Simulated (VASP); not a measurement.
# ZnO (P6_3mc) in VASP: single point with PBEsol

Aim: the single point of ZnO with PBEsol.

Program: VASP 6.6.1. These are calculated values, not measurements. Logs are shortened: lines on timing, memory, paths and dates and some standing lists are left out, and cuts for length are marked.

## Step 1: The cell of the first run

It takes space group P6_3mc (No. 186, hexagonal). The conventional cell has a = 3.168 Å, b = 3.168 Å, c = 4.944 Å, α = 90.00°, β = 90.00°, γ = 120.00°. Zn (site symmetry 3m) has 4 O at 1.89 to 1.92 Å within 2.5 Å. Within 2.5 Å of O (site symmetry 3m) lie 4 Zn at 1.89 to 1.92 Å.

## Step 2: Single point, PBEsol (strain -0.025 along x and y, -0.050 along z)

INCAR reads:

```
PREC = Accurate
ENCUT = 910
EDIFF = 1E-6
ISMEAR = 0
SIGMA = 0.05
LREAL = False
LASPH = True
NELM = 120
ALGO = Normal
ISIF = 2
LWAVE = False
LCHARG = False
GGA = PS
NBANDS = 26
GGA_COMPAT = False
```

KPOINTS reads:

```
Automatic mesh
0
Gamma
  9 9 6
```

POSCAR reads:

```
ZnO
1.0
    3.1681637558      0.0000000000      0.0000000000
   -1.5840818779      2.7437102959      0.0000000000
    0.0000000000      0.0000000000      4.9436100000
Zn O
2 2
Direct
    0.3333333333      0.6666666667      0.0000000000
    0.6666666667      0.3333333333      0.5000000000
    0.3333333333      0.6666666667      0.3821000000
    0.6666666667      0.3333333333      0.8821000000
```

Potentials or basis: VASP PAW PBE potentials, release 64 (Zn, O_h).

Launch:

```sh
cat potpaw_PBE.64/Zn/POTCAR potpaw_PBE.64/O_h/POTCAR > POTCAR
mpirun -np 1 vasp_std > vasp.out
```

OUTCAR:

```text
PREC = Accurate
   ENCUT = 910
   EDIFF = 1E-6
   ISMEAR = 0
   LREAL = False
   LASPH = True
   NELM = 120
   ISIF = 2
   GGA = PS

 ion  position               nearest neighbor table
   1  0.333  0.667  0.000-   3 1.89   4 1.92   4 1.92   4 1.92
   2  0.667  0.333  0.500-   4 1.89   3 1.92   3 1.92   3 1.92
   3  0.333  0.667  0.382-   1 1.89   2 1.92   2 1.92   2 1.92
   4  0.667  0.333  0.882-   2 1.89   1 1.92   1 1.92   1 1.92

  LATTYP: Found a hexagonal cell.
 ALAT       =     3.1681637558
 C/A-ratio  =     1.5604022964

  Lattice vectors:

 A1 = (   3.1681637558,   0.0000000000,   0.0000000000)
 A2 = (  -1.5840818779,   2.7437102959,   0.0000000000)
 A3 = (   0.0000000000,   0.0000000000,   4.9436100000)

Analysis of symmetry for initial positions (statically):
=====================================================================
 Subroutine PRICEL returns:
 Original cell was already a primitive cell.

 Routine SETGRP: Setting up the symmetry group for a
 hexagonal supercell.

 Subroutine GETGRP returns: Found 12 space group operations
 (whereof  6 operations were pure point group operations)
 out of a pool of 24 trial point group operations.

The static configuration has the point symmetry C_3v.
 The point group associated with its full space group is C_6v.

Analysis of symmetry for dynamics (positions and initial velocities):
=====================================================================
 Subroutine PRICEL returns:
 Original cell was already a primitive cell.

 Routine SETGRP: Setting up the symmetry group for a
 hexagonal supercell.

 Subroutine GETGRP returns: Found 12 space group operations
 (whereof  6 operations were pure point group operations)
 out of a pool of 24 trial point group operations.

The dynamic configuration has the point symmetry C_3v.
 The point group associated with its full space group is C_6v.

 Subroutine INISYM returns: Found 12 space group operations
 (whereof  6 operations are pure point group operations),
 and found     1 'primitive' translations

----------------------------------------------------------------------------------------

                                     Primitive cell

  volume of cell :      42.9724

  direct lattice vectors                    reciprocal lattice vectors
     3.168163756  0.000000000  0.000000000     0.315640250  0.182234983  0.000000000
    -1.584081878  2.743710296  0.000000000     0.000000000  0.364469967  0.000000000
     0.000000000  0.000000000  4.943610000     0.000000000  0.000000000  0.202281329

  length of vectors
     3.168163756  3.168163756  4.943610000     0.364469967  0.364469967  0.202281329

  position of ions in fractional coordinates (direct lattice)
     0.333333333  0.666666667  0.000000000
     0.666666667  0.333333333  0.500000000
     0.333333333  0.666666667  0.382100000
     0.666666667  0.333333333  0.882100000

  ion indices of the primitive-cell ions
   primitive index   ion index
                 1           1
                 2           2
                 3           3
                 4           4

----------------------------------------------------------------------------------------

 KPOINTS: Automatic mesh

Automatic generation of k-mesh.
 Grid dimensions read from file:
 generate k-points for:    9    9    6

 Generating k-lattice:

  Cartesian coordinates                     Fractional coordinates (reciprocal lattice)
     0.035071139  0.020248331  0.000000000     0.111111111  0.000000000  0.000000000
     0.000000000  0.040496663  0.000000000     0.000000000  0.111111111  0.000000000
     0.000000000  0.000000000  0.033713555     0.000000000  0.000000000  0.166666667

  Length of vectors
     0.040496663  0.040496663  0.033713555

  Shift w.r.t. Gamma in fractional coordinates (k-lattice)
     0.000000000  0.000000000  0.000000000

 Subroutine IBZKPT returns following result:
 ===========================================

 Found     48 irreducible k-points:

 Following reciprocal coordinates:
            Coordinates               Weight
  0.000000  0.000000  0.000000      1.000000
  0.111111 -0.000000  0.000000      6.000000
  0.222222 -0.000000  0.000000      6.000000
  0.333333 -0.000000  0.000000      6.000000
  0.444444 -0.000000  0.000000      6.000000
  0.111111  0.111111  0.000000      6.000000
[... 16 lines left out ...]
  0.333333  0.222222  0.166667     24.000000
  0.333333  0.333333  0.166667      4.000000
 [... further k-points ...]
   k-points           NKPTS =     48   k-points in BZ     NKDIM =     48   number of bands    NBANDS=     26
   number of dos      NEDOS =    301   number of ions     NIONS =      4
   total plane-waves  NPLWV =  51200
   dimension x,y,z NGX =    32 NGY =   32 NGZ =   50
   dimension x,y,z NGXF=    64 NGYF=   64 NGZF=  100
   ions per type =               2   2
   NGX,Y,Z   is equivalent  to a cutoff of  16.79, 16.79, 16.81 a.u.
   NGXF,Y,Z  is equivalent  to a cutoff of  33.58, 33.58, 33.63 a.u.
 SYSTEM =  unknown system
   PREC   = accura    normal or accurate (medium, high low for compatibility)
   ISTART =      0    job   : 0-new  1-cont  2-samecut
   ICHARG =      2    charge: 1-file 2-atom 10-const
   ISPIN  =      1    spin polarized calculation?
   LNONCOLLINEAR =      F non collinear calculations
   LSORBIT =      F    spin-orbit coupling
   LASPH  =      T    aspherical Exc in radial PAW
   ENCUT  =  910.0 eV  66.88 Ry    8.18 a.u.   7.79  7.79 12.16*2*pi/ulx,y,z
   NELM   =    120;   NELMIN=  2; NELMDL= -5     # of ELM steps
   EDIFF  = 0.1E-05   stopping-criterion for ELM
   LREAL  =      F    real-space projection
   EDIFFG = 0.1E-04   stopping-criterion for IOM
   NSW    =      0    number of steps for IOM
   IBRION =     -1    ionic relax: 0-MD 1-quasi-New 2-CG
   NFREE  =      0    steps in history (QN), initial steepest desc. (CG)
   ISIF   =      2    stress and relaxation
   ISYM   =      2    0-nonsym 1-usesym 2-fastsym
   POTIM  = 0.5000    time-step for ionic-motion
   TEBEG  =    0.0;   TEEND  =   0.0 temperature during run
   PSTRESS=    0.0 pullay stress
   NELECT =      36.0000    total number of electrons
   NUPDOWN=      -1.0000    fix difference up-down
   EMIN   =  10.00;   EMAX   =-10.00  energy-range for DOS
   EFERMI =   0.00;   METHOD = LEGACY
   ISMEAR =     0;   SIGMA  =   0.05  broadening in eV -4-tet -1-fermi 0-gaus
   EFERMI_NEDOS =   21; number of points for ismear=-14 and -15
   IALGO  =     38    algorithm
   IMIX   =      4    mixing-type and parameters
     AMIX     =   0.40;   BMIX     =  1.00
     AMIX_MAG =   1.60;   BMIX_MAG =  1.00
  volume/ion in A,a.u.               =      10.74        72.50
  Fermi-wavevector in a.u.,A,eV,Ry     =   1.543283  2.916382 32.405311  2.381723
  Thomas-Fermi vector in A             =   2.648968
   LORBIT       =      0    0 simple, 1 ext, 2 COOP (PROOUT), +10 PAW based schemes
   GGA     = PS    functional components
   LHFCALC =     F    Hartree Fock is set to
   AEXX    =    0.0000 exact exchange contribution
   IVDW    =     0    specifies the selected vdW correction
   LEPSILON=     F    determine dielectric tensor
   LRPA    =     F    only Hartree local field effects (RPA)
 non-spin polarized calculation
 Gauss-broadening in eV      SIGMA  =   0.05
  energy-cutoff  :      910.00
  volume of cell :       42.97
 maximum number of plane-waves:      2706
 NGX is ok and might be reduce to    32
   NGX = 15   NGY = 15   NGZ = 25

 number of electron      36.0000003 magnetization

 Free energy of the ion-electron system (eV)
  ---------------------------------------------------
  ext. energy  EPLUGINS =         0.00000000
  ---------------------------------------------------
  free energy    TOTEN  =       -19.17374474 eV

  energy without entropy =      -19.17374474  energy(sigma->0) =      -19.17374474

 E-fermi :   2.6334     XC(G=0): -11.7490

 val. band max:        2.3735571671   @ k =   0.0000   0.0000   0.0000
 cond. band min:       3.2396851181   @ k =   0.0000   0.0000   0.0000
 fundamental gap:      0.8661279510
 Fermi energy:         2.6333960281

 k-point     1 :       0.0000    0.0000    0.0000
  band No.  band energies     occupation
      1     -16.5425      2.00000
      2     -15.5686      2.00000
      3      -4.0926      2.00000
      4      -3.8858      2.00000
      5      -3.8858      2.00000
      6      -3.7868      2.00000
[... 18 lines left out ...]
     25      16.8834      0.00000
     26      17.5383      0.00000

 k-point     2 :       0.1111   -0.0000    0.0000
  band No.  band energies     occupation
      1     -16.4607      2.00000
      2     -15.5363      2.00000
      3      -4.0315      2.00000
      4      -3.9480      2.00000
      5      -3.8404      2.00000
      6      -3.7415      2.00000
[... 18 lines left out ...]
     25      17.0879      0.00000
     26      17.6759      0.00000

 k-point     3 :       0.2222   -0.0000    0.0000
  band No.  band energies     occupation
      1     -16.2407      2.00000
      2     -15.4606      2.00000
      3      -4.2184      2.00000
      4      -3.8326      2.00000
      5      -3.7327      2.00000
      6      -3.6701      2.00000
[... 18 lines left out ...]
     25      16.2369      0.00000
     26      17.1200      0.00000

 k-point     4 :       0.3333   -0.0000    0.0000
  band No.  band energies     occupation
      1     -15.9574      2.00000
      2     -15.3951      2.00000
      3      -4.3520      2.00000
      4      -3.9286      2.00000
      5      -3.6332      2.00000
      6      -3.4866      2.00000
[... 18 lines left out ...]
     25      16.1711      0.00000
     26      16.9297      0.00000
[... 496 lines left out ...]
      1     -15.7863      2.00000
      2     -15.4057      2.00000
      3      -4.2078      2.00000
      4      -4.0636      2.00000
      5      -3.5704      2.00000
      6      -3.5670      2.00000
[... 18 lines left out ...]
     25      14.6664      0.00000
     26      17.9979      0.00000

 k-point    23 :       0.3333    0.2222    0.1667
  band No.  band energies     occupation
      1     -15.5987      2.00000
      2     -15.4113      2.00000
      3      -4.0852      2.00000
      4      -3.9321      2.00000
      5      -3.6627      2.00000
      6      -3.4528      2.00000
[... 18 lines left out ...]
     25      15.3982      0.00000
     26      17.1889      0.00000

 k-point    24 :       0.3333    0.3333    0.1667
  band No.  band energies     occupation
      1     -15.4740      2.00000
      2     -15.4740      2.00000
      3      -3.9308      2.00000
      4      -3.7572      2.00000
      5      -3.7572      2.00000
      6      -3.3677      2.00000
[... 18 lines left out ...]
     25      15.9916      0.00000
     26      17.5693      0.00000

 [... further k-points ...]

------------------------ aborting loop because EDIFF is reached ----------------------------------------

  FORCE on cell =-STRESS in cart. coord.  units (eV):
  Direction    XX          YY          ZZ          XY          YZ          ZX
  --------------------------------------------------------------------------------------
  -------------------------------------------------------------------------------------
  Total        3.9338981      3.9338981      6.2186704      0.0000000      0.0000000     -0.0000000
  in kB      146.6707818    146.6707818    231.8558447      0.0000000      0.0000000     -0.0000000
  external PRESSURE =     175.0658028 kB  Pullay stress =       0.0000000 kB

 VOLUME and BASIS-vectors are now :
 -----------------------------------------------------------------------------
  energy-cutoff  :      910.00
  volume of cell :       42.97
      direct lattice vectors                 reciprocal lattice vectors
     3.168163756  0.000000000  0.000000000     0.315640250  0.182234983  0.000000000
    -1.584081878  2.743710296  0.000000000     0.000000000  0.364469967  0.000000000
     0.000000000  0.000000000  4.943610000     0.000000000  0.000000000  0.202281329

 POSITION                                       TOTAL-FORCE (eV/Angst)
 -----------------------------------------------------------------------------------
     -0.00000      1.82914      0.00000         0.000000     -0.000000     -0.366311
      1.58408      0.91457      2.47180        -0.000000      0.000000     -0.366311
     -0.00000      1.82914      1.88895         0.000000     -0.000000      0.366311
      1.58408      0.91457      4.36076        -0.000000      0.000000      0.366311
 -----------------------------------------------------------------------------------
    total drift:                               -0.000000      0.000000     -0.001345

  FREE ENERGIE OF THE ION-ELECTRON SYSTEM (eV)
  ---------------------------------------------------
  free  energy   TOTEN  =       -19.1737447395 eV

  energy  without entropy=      -19.1737447395  energy(sigma->0) =      -19.17374474
```

Wall time 2.1 min (1 thread of Intel Xeon Platinum 8175M at 2.50GHz (Skylake/Cascade Lake), shared host); peak memory 0.27 GiB.

Results:

```
Free energy            : -19.1737 eV
Pressure               : 17.5 GPa
Largest force          : 0.366 eV/Å
Band gap on the k mesh : 0.87 eV
```

Forces on the atoms (eV/Å):
```
Zn   0.000  0.000 -0.366
Zn   0.000  0.000 -0.366
O    0.000  0.000  0.366
O    0.000  0.000  0.366
```

Stress tensor (GPa, compression positive):
```
14.67  0.00  0.00
 0.00 14.67  0.00
 0.00  0.00 23.19
```

Caveat: the cell differs from its parent crystal (strain -0.025 along x and y, -0.050 along z); the cutoff is under 1.25 times the usual one of these potentials, so pressure, stress and relaxed cells hold a basis-set (Pulay) error; the cell stands under pressure; the PAW data sets were made with another functional, which shifts forces and pressure a little.
